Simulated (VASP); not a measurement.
**FeCo (Wairauite): single point with LDA**

Crystal: FeCo (Wairauite).

```
Fe Co
1.0
     2.74685    0.00000    0.00000
     0.00000    2.74685    0.00000
     0.00000    0.00000    2.74685
Fe Co
1 1
Direct
  0.50000 0.50000 0.50000
  0.00000 0.00000 0.00000
```

This cell differs from its parent crystal: volume scaled by 0.980.

```yaml
Program: VASP 6.6.1
Task: single point
Functional: LDA
Potentials_or_basis: VASP PAW LDA potentials, release 64 (Fe, Co)
Cutoff: 600 eV
k_mesh: 16 × 16 × 16
Occupations: gaussian, width 0.05 eV
Spin: collinear spin, ferromagnetic start
Starting_moments: "[2.86, 1.94] μB"
Dipole_correction: no
Further_INCAR_settings: ALGO = Normal; EDIFF = 1e-06; NBANDS = 20
```

* Pressure: 3.9 GPa
* Net moment: 4.24 μB per cell
* Site moments: Fe +2.51; Co +1.69 μB
* Valence electrons inside the program's atomic spheres: Fe 7.40; Co 8.45

Levels at points of the mesh, in eV from the Fermi level:
Spin up:
```csv
k point,band 7,band 8,band 9,band 10,band 11,band 12,band 13,band 14,band 15,band 16
"(0.00, 0.00, 0.00)",-1.60,-1.60,-0.43,-0.43,-0.43,9.86,9.86,9.86,16.01,16.01
"(0.50, 0.00, 0.00)",-2.53,-2.53,-1.89,-1.66,-0.48,0.02,17.36,17.36,17.62,17.62
"(0.50, 0.50, 0.00)",-1.48,-1.17,-0.14,-0.14,-0.11,-0.11,7.21,7.43,18.67,18.67
"(0.50, 0.50, 0.50)",-1.57,-1.57,-1.13,-1.13,8.50,8.50,8.50,8.60,8.60,8.60
```
Spin down:
```tsv
k point	band 2	band 3	band 4	band 5	band 6	band 7	band 8	band 9	band 10	band 11
(0.00, 0.00, 0.00)	-4.21	-4.21	-1.35	-1.35	-1.35	0.62	0.62	1.69	1.69	1.69
(0.50, 0.00, 0.00)	-4.76	-2.17	-1.58	-1.23	-1.23	-0.44	-0.44	-0.38	0.64	1.20
(0.50, 0.50, 0.00)	-4.61	-2.65	-2.65	0.26	0.26	0.35	0.37	0.73	1.41	1.97
(0.50, 0.50, 0.50)	-2.86	-2.86	-2.53	-2.53	-2.53	0.41	0.41	1.46	1.46	9.41
```

Wall time 82 s on 1 thread of AMD EPYC 9R45 96-Core Processor (Zen 5), with other jobs on the host, peak memory 0.21 GiB.
